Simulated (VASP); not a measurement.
Input of a VASP 6.6.1 run:

Contents of INCAR:

```
ALGO = Normal
EDIFF = 1E-6
ENCUT = 520
GGA = PS
ISIF = 2
ISMEAR = 0
LASPH = T
LCHARG = F
LREAL = F
LWAVE = F
NBANDS = 30
NELM = 80
PREC = Accurate
SIGMA = 0.05
```

The input KPOINTS:

```
k-points
0
Gamma
  6 6 2
```

File POSCAR:

```
N
1.0
   -4.6258169325      0.0000000000      0.0000000000
   -2.3129084662     -4.0060749768      0.0000000000
   -0.5782271166      1.0015187442     15.2224973438
N
8
Direct
    0.1227957280      0.5438709387      0.8421504213
    0.2379418915      0.4287247752      0.3815657673
    0.1408593664      0.5258073002      0.7698958677
    0.2560055299      0.4106611368      0.3093112137
    0.6288483066      0.7044850267      0.1512734403
    0.5137021431      0.8196311902      0.6118580943
    0.6469119450      0.6864213883      0.0790188867
    0.5317657815      0.8015675518      0.5396035407
```

Potentials or basis: VASP PAW PBE potentials, release 64 (N).

Command:

```bash
$ cat potpaw_PBE.64/N/POTCAR > POTCAR
$ mpirun -np 1 vasp_std > vasp.out
```

Q: What does it give for the pressure?

A: 1.4 GPa.

Q: Predict the largest force.

A: 1.895 eV/Å.

Q: What does it give for the band gap on the k mesh?

A: 7.44 eV (least direct gap 7.63 eV).

Stress tensor (GPa, compression positive):
```
-0.11  0.00  0.00
 0.00 -0.11  0.00
 0.00  0.00  4.50
```

Caveat: the cell differs from its parent crystal (the part above a cut slid along it); the standard files for N, O and F lose accuracy on very short bonds; this functional lacks dispersion, which holds the molecules together, so the pressure and a relaxed volume are unreliable; the PAW data sets were made with another functional, which shifts forces and pressure a little. A k mesh can miss the band edges.
